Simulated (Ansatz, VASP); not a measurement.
**MgO in VASP and in Ansatz**

```
Mg O
1.0
     0.00000    2.37329    2.13230
     2.37329    0.00000    2.13230
     2.37329    2.37329    0.00000
Mg O
1 1
Direct
  0.00000 0.00000 0.00000
  0.25000 0.25000 0.25000
```

Change from the starting cell: epitaxial_xy strain +4.0%.

Alike in both runs: task single point; functional HSE06; k mesh 6 × 6 × 6; no spin polarisation.

```csv
,VASP,Ansatz
version,VASP 6.6.1,Ansatz 0.2.0
potentials or method,"VASP PAW PBE potentials, release 64 (Mg, O)","plane waves, PAW"
plane-wave cutoff (eV),520,420
occupations,"gaussian, width 0.01 eV",fixed
valence electrons in the cell,8,16
```

VASP gave:

* gap on the k mesh at the Fermi level (eV): 5.01
* pressure (GPa): -2.1
* traceless stress, the component that is largest in VASP (GPa): 2.03

Question: Which values does Ansatz return?

Answer: gap on the k mesh at the Fermi level (eV): 5.04; pressure (GPa): -2.0; traceless stress, the component that is largest in VASP (GPa): 2.02.

VASP's potentials hold 8 valence electrons a cell and Ansatz's 16, so a difference there can come from the potentials and not from the codes. Ansatz's warnings: stress exchange threshold loose, stress scf threshold loose.
